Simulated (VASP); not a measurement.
Input of a VASP 6.6.1 run:

File INCAR:

```
SYSTEM = MgI2
PREC = Accurate ; ENCUT = 520
EDIFF = 1E-6 ; ISMEAR = 0
SIGMA = 0.05 ; LREAL = .FALSE.
LASPH = .TRUE. ; NELM = 60
ALGO = Normal ; ISIF = 2
LWAVE = .FALSE. ; LCHARG = .FALSE.
LDIPOL = .TRUE. ; IDIPOL = 3
DIPOL = 0.5 0.5 0.404 ; GGA = PE
IVDW = 12 ; NBANDS = 25
```

Contents of KPOINTS:

```
regular mesh
0
G
  9 9 1
  0 0 0
```

File POSCAR:

```
MgI2
1.0
    4.1311066128      0.0000000000      0.0000000000
   -2.0655533064      3.5776432724      0.0000000000
    0.0000000000      0.0000000000     24.2265084657
I Mg
4 2
Direct
    0.3333333333      0.6666666667      0.1857469477
    0.6666666667      0.3333333333      0.3245723272
    0.8888888889      0.7777777778      0.4826636182
    1.2222222222      0.4444444444      0.6214889978
    0.0000000000      0.0000000000      0.2551596374
    0.5555555556      0.1111111111      0.5520763080
```

Potentials or basis: VASP PAW PBE potentials, release 64 (I, Mg).

Launch:

```bash
$ cat potpaw_PBE.64/I/POTCAR potpaw_PBE.64/Mg/POTCAR > POTCAR
$ mpirun -np 1 vasp_std > vasp.out
```

Question: What does it give for the dispersion energy per atom?

Answer: -0.266 eV.

Question: What does it give for the largest force?

Answer: 0.033 eV/Å.

Forces on the atoms (eV/Å):
```
I    0.000 -0.002  0.015
I    0.000 -0.033  0.001
I    0.000  0.033 -0.001
I    0.000  0.002 -0.015
Mg   0.000  0.001  0.009
Mg   0.000 -0.001 -0.009
```
